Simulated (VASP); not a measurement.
# Sn (P6_3/mmc) in VASP: notebook

The runs below take Sn through single point, with PBE.

All numbers are computed with VASP 6.6.1; they aren't measurements. Logs are shortened: lines on timing, memory, paths and dates and some standing lists are left out, and cuts for length are marked.

## Step 1: The cell of the first run

The structure is hexagonal, space group P6_3/mmc (No. 194). Conventional cell: a = 2.604 Å, b = 2.604 Å, c = 8.555 Å, α = 90.00°, β = 90.00°, γ = 120.00°. Within 3.4 Å of Sn (site symmetry -3m) lie 12 Sn at 2.60 to 2.61 Å. Sn (site symmetry -6m2) has 12 Sn at 2.60 to 2.61 Å within 3.4 Å.

This isn't the form of Sn at room conditions, which is tetragonal (white tin).

## Step 2: Single point, PBE

INCAR

```
PREC     = Accurate       # precision mode
ENCUT    = 520            # plane-wave cutoff, eV
EDIFF    = 1E-6           # SCF threshold, eV
ISMEAR   = -1             # smearing method
SIGMA    = 0.1            # smearing width, eV
LREAL    = F              # projectors in reciprocal space
LASPH    = T              # aspherical terms in the spheres
NELM     = 80             # most SCF steps
ALGO     = Normal         # electronic algorithm
ISIF     = 2              # what is computed and relaxed
LWAVE    = F              # write WAVECAR
LCHARG   = F              # write CHGCAR
GGA      = PE             # functional
NBANDS   = 36             # bands
```

KPOINTS

```
regular mesh
0
Gamma
  12 12 3
```

POSCAR

```
Sn
1.0
    2.6042342145      0.0000000000      0.0000000000
   -1.3021171073      2.2553329871      0.0000000000
    0.0000000000      0.0000000000      8.5547639478
Sn
4
Direct
    0.0000000000      0.0000000000      0.0000000000
    0.0000000000      0.0000000000      0.5000000000
    0.3333333333      0.6666666667      0.2500000000
    0.6666666667      0.3333333333      0.7500000000
```

Potentials or basis: VASP PAW PBE potentials, release 64 (Sn_d).

Started as:

```sh
$ cat potpaw_PBE.64/Sn_d/POTCAR > POTCAR
$ mpirun -np 1 vasp_std > vasp.out
```

OUTCAR:

```text
PREC = Accurate
   ENCUT = 520
   EDIFF = 1E-6
   ISMEAR = -1
   LREAL = F
   LASPH = T
   NELM = 80
   ISIF = 2
   GGA = PE

 ion  position               nearest neighbor table
   1  0.000  0.000  0.000-   3 2.61   4 2.61   3 2.61   4 2.61   4 2.61   3 2.61   4 3.69   3 3.69
                             3 3.69   4 3.69   3 3.69   4 3.69
   2  0.000  0.000  0.500-   3 2.61   4 2.61   3 2.61   4 2.61   4 2.61   3 2.61   4 3.69   3 3.69
                             3 3.69   4 3.69   3 3.69   4 3.69
   3  0.333  0.667  0.250-   1 2.61   2 2.61   1 2.61   2 2.61   1 2.61   2 2.61   1 3.69   2 3.69
                             1 3.69   2 3.69   1 3.69   2 3.69
   4  0.667  0.333  0.750-   1 2.61   2 2.61   1 2.61   2 2.61   1 2.61   2 2.61   1 3.69   2 3.69
                             1 3.69   2 3.69   1 3.69   2 3.69

  LATTYP: Found a hexagonal cell.
 ALAT       =     2.6042342145
 C/A-ratio  =     3.2849441499

  Lattice vectors:

 A1 = (   2.6042342145,   0.0000000000,   0.0000000000)
 A2 = (  -1.3021171073,   2.2553329871,   0.0000000000)
 A3 = (   0.0000000000,   0.0000000000,   8.5547639478)

Analysis of symmetry for initial positions (statically):
=====================================================================
 Subroutine PRICEL returns:
 Original cell was already a primitive cell.

 Routine SETGRP: Setting up the symmetry group for a
 hexagonal supercell.

 Subroutine GETGRP returns: Found 24 space group operations
 (whereof 12 operations were pure point group operations)
 out of a pool of 24 trial point group operations.

The static configuration has the point symmetry D_3d.
 The point group associated with its full space group is D_6h.

Analysis of symmetry for dynamics (positions and initial velocities):
=====================================================================
 Subroutine PRICEL returns:
 Original cell was already a primitive cell.

 Routine SETGRP: Setting up the symmetry group for a
 hexagonal supercell.

 Subroutine GETGRP returns: Found 24 space group operations
 (whereof 12 operations were pure point group operations)
 out of a pool of 24 trial point group operations.

The dynamic configuration has the point symmetry D_3d.
 The point group associated with its full space group is D_6h.

 Subroutine INISYM returns: Found 24 space group operations
 (whereof 12 operations are pure point group operations),
 and found     1 'primitive' translations

----------------------------------------------------------------------------------------

                                     Primitive cell

  volume of cell :      50.2457

  direct lattice vectors                    reciprocal lattice vectors
     2.604234214  0.000000000  0.000000000     0.383990040  0.221696753  0.000000000
    -1.302117107  2.255332987  0.000000000     0.000000000  0.443393506  0.000000000
     0.000000000  0.000000000  8.554763948     0.000000000  0.000000000  0.116893933

  length of vectors
     2.604234214  2.604234214  8.554763948     0.443393506  0.443393506  0.116893933

  position of ions in fractional coordinates (direct lattice)
     0.000000000  0.000000000  0.000000000
     0.000000000  0.000000000  0.500000000
     0.333333333  0.666666667  0.250000000
     0.666666667  0.333333333  0.750000000

  ion indices of the primitive-cell ions
   primitive index   ion index
                 1           1
                 2           2
                 3           3
                 4           4

----------------------------------------------------------------------------------------

 KPOINTS: regular mesh

Automatic generation of k-mesh.
 Grid dimensions read from file:
 generate k-points for:   12   12    3

 Generating k-lattice:

  Cartesian coordinates                     Fractional coordinates (reciprocal lattice)
     0.031999170  0.018474729  0.000000000     0.083333333  0.000000000  0.000000000
     0.000000000  0.036949459  0.000000000     0.000000000  0.083333333  0.000000000
     0.000000000  0.000000000  0.038964644     0.000000000  0.000000000  0.333333333

  Length of vectors
     0.036949459  0.036949459  0.038964644

  Shift w.r.t. Gamma in fractional coordinates (k-lattice)
     0.000000000  0.000000000  0.000000000

 Subroutine IBZKPT returns following result:
 ===========================================

 Found     38 irreducible k-points:

 Following reciprocal coordinates:
            Coordinates               Weight
  0.000000  0.000000  0.000000      1.000000
  0.083333 -0.000000  0.000000      6.000000
  0.166667 -0.000000  0.000000      6.000000
  0.250000 -0.000000  0.000000      6.000000
  0.333333 -0.000000  0.000000      6.000000
  0.416667 -0.000000  0.000000      6.000000
[... 16 lines left out ...]
  0.250000 -0.000000  0.333333     12.000000
  0.333333 -0.000000  0.333333     12.000000
 [... further k-points ...]
   k-points           NKPTS =     38   k-points in BZ     NKDIM =     38   number of bands    NBANDS=     36
   number of dos      NEDOS =    301   number of ions     NIONS =      4
   total plane-waves  NPLWV =  25600
   dimension x,y,z NGX =    20 NGY =   20 NGZ =   64
   dimension x,y,z NGXF=    40 NGYF=   40 NGZF=  128
   ions per type =               4
   NGX,Y,Z   is equivalent  to a cutoff of  12.77, 12.77, 12.44 a.u.
   NGXF,Y,Z  is equivalent  to a cutoff of  25.53, 25.53, 24.87 a.u.
 SYSTEM =  unknown system
   PREC   = accura    normal or accurate (medium, high low for compatibility)
   ISTART =      0    job   : 0-new  1-cont  2-samecut
   ICHARG =      2    charge: 1-file 2-atom 10-const
   ISPIN  =      1    spin polarized calculation?
   LNONCOLLINEAR =      F non collinear calculations
   LSORBIT =      F    spin-orbit coupling
   LASPH  =      T    aspherical Exc in radial PAW
   ENCUT  =  520.0 eV  38.22 Ry    6.18 a.u.   4.84  4.84 15.91*2*pi/ulx,y,z
   NELM   =     80;   NELMIN=  2; NELMDL= -5     # of ELM steps
   EDIFF  = 0.1E-05   stopping-criterion for ELM
   LREAL  =      F    real-space projection
   EDIFFG = 0.1E-04   stopping-criterion for IOM
   NSW    =      0    number of steps for IOM
   IBRION =     -1    ionic relax: 0-MD 1-quasi-New 2-CG
   NFREE  =      0    steps in history (QN), initial steepest desc. (CG)
   ISIF   =      2    stress and relaxation
   ISYM   =      2    0-nonsym 1-usesym 2-fastsym
   POTIM  = 0.5000    time-step for ionic-motion
   TEBEG  =    0.0;   TEEND  =   0.0 temperature during run
   PSTRESS=    0.0 pullay stress
   NELECT =      56.0000    total number of electrons
   NUPDOWN=      -1.0000    fix difference up-down
   EMIN   =  10.00;   EMAX   =-10.00  energy-range for DOS
   EFERMI =   0.00;   METHOD = LEGACY
   ISMEAR =    -1;   SIGMA  =   0.10  broadening in eV -4-tet -1-fermi 0-gaus
   EFERMI_NEDOS =   21; number of points for ismear=-14 and -15
   IALGO  =     38    algorithm
   IMIX   =      4    mixing-type and parameters
     AMIX     =   0.40;   BMIX     =  1.00
     AMIX_MAG =   1.60;   BMIX_MAG =  1.00
  volume/ion in A,a.u.               =      12.56        84.77
  Fermi-wavevector in a.u.,A,eV,Ry     =   1.697349  3.207525 39.198318  2.880995
  Thomas-Fermi vector in A             =   2.778047
   LORBIT       =      0    0 simple, 1 ext, 2 COOP (PROOUT), +10 PAW based schemes
   GGA     = PE    functional components
   LHFCALC =     F    Hartree Fock is set to
   AEXX    =    0.0000 exact exchange contribution
   IVDW    =     0    specifies the selected vdW correction
   LEPSILON=     F    determine dielectric tensor
   LRPA    =     F    only Hartree local field effects (RPA)
 non-spin polarized calculation
  energy-cutoff  :      520.00
  volume of cell :       50.25
 maximum number of plane-waves:      1377
 NGX is ok and might be reduce to    20
   NGX =  9   NGY =  9   NGZ = 31

 number of electron      56.0000030 magnetization

 Free energy of the ion-electron system (eV)
  ---------------------------------------------------
  ext. energy  EPLUGINS =         0.00000000
  ---------------------------------------------------
  free energy    TOTEN  =         7.44487953 eV

  energy without entropy =        7.48745934  energy(sigma->0) =        7.46616944

 E-fermi :  22.4880     XC(G=0): -14.5694

 val. band max:       22.4136878422   @ k =   0.4167   0.0833   0.0000
 cond. band min:      22.5122926457   @ k =   0.2500  -0.0000   0.3333
 fundamental gap:      0.0986048035
 Fermi energy:        22.4880342774

 k-point     1 :       0.0000    0.0000    0.0000
  band No.  band energies     occupation
      1      -2.0252      2.00000
      2      -1.7249      2.00000
      3      -1.7201      2.00000
      4      -1.5068      2.00000
      5      -1.4866      2.00000
      6      -1.4866      2.00000
[... 28 lines left out ...]
     35      34.6820      0.00000
     36      34.7199      0.00000

 k-point     2 :       0.0833   -0.0000    0.0000
  band No.  band energies     occupation
      1      -1.9658      2.00000
      2      -1.7187      2.00000
      3      -1.6834      2.00000
      4      -1.5096      2.00000
      5      -1.4963      2.00000
      6      -1.4898      2.00000
[... 28 lines left out ...]
     35      33.8309      0.00000
     36      33.8689      0.00000

 k-point     3 :       0.1667   -0.0000    0.0000
  band No.  band energies     occupation
      1      -1.9158      2.00000
      2      -1.7466      2.00000
      3      -1.6982      2.00000
      4      -1.5180      2.00000
      5      -1.5163      2.00000
      6      -1.4766      2.00000
[... 28 lines left out ...]
     35      32.1828      0.00000
     36      32.1914      0.00000
[... 742 lines left out ...]
 k-point    23 :       0.2500   -0.0000    0.3333
  band No.  band energies     occupation
      1      -2.0320      2.00000
      2      -1.9481      2.00000
      3      -1.7179      2.00000
      4      -1.6219      2.00000
      5      -1.5625      2.00000
      6      -1.4223      2.00000
[... 28 lines left out ...]
     35      31.5544      0.00000
     36      32.1658      0.00000

 k-point    24 :       0.3333   -0.0000    0.3333
  band No.  band energies     occupation
      1      -2.1995      2.00000
      2      -2.0913      2.00000
      3      -1.8651      2.00000
      4      -1.8102      2.00000
      5      -1.7519      2.00000
      6      -1.6177      2.00000
[... 28 lines left out ...]
     35      31.1592      0.00000
     36      31.3182      0.00000

 [... further k-points ...]
[... 5 lines left out ...]
  --------------------------------------------------------------------------------------
  -------------------------------------------------------------------------------------
  Total       79.8584879     79.8584879     79.8680812     -0.0000000      0.0000000      0.0000000
  in kB     2546.4369179   2546.4369177   2546.7428176     -0.0000001      0.0000000      0.0000000
  external PRESSURE =    2546.5388844 kB  Pullay stress =       0.0000000 kB

 VOLUME and BASIS-vectors are now :
 -----------------------------------------------------------------------------
  energy-cutoff  :      520.00
  volume of cell :       50.25
      direct lattice vectors                 reciprocal lattice vectors
     2.604234214  0.000000000  0.000000000     0.383990040  0.221696753  0.000000000
    -1.302117107  2.255332987  0.000000000     0.000000000  0.443393506  0.000000000
     0.000000000  0.000000000  8.554763948     0.000000000  0.000000000  0.116893933

 POSITION                                       TOTAL-FORCE (eV/Angst)
 -----------------------------------------------------------------------------------
      0.00000      0.00000      0.00000         0.000000      0.000000     -0.000000
      0.00000      0.00000      4.27738         0.000000      0.000000     -0.000000
     -0.00000      1.50356      2.13869         0.000000     -0.000000      0.000000
      1.30212      0.75178      6.41607        -0.000000      0.000000     -0.000000
 -----------------------------------------------------------------------------------
    total drift:                                0.000000     -0.000000      0.000000

  FREE ENERGIE OF THE ION-ELECTRON SYSTEM (eV)
  ---------------------------------------------------
  free  energy   TOTEN  =         7.4448795317 eV

  energy  without entropy=        7.4874593423  energy(sigma->0) =        7.46616944
```

Run time: 74 s. Hardware: 1 thread of Intel Xeon 8259CL, shared host; peak memory 0.19 GiB.

What came out:

- Free energy: 7.4449 eV
- Pressure: 254.7 GPa
- Band gap on the k mesh: zero (bands 28 and 29 overlap by 13.65 eV)

Caveat: the cell stands under pressure; spin-orbit coupling is left out, which moves the levels of the heavy elements.

(Continued in part 2 of 2.)
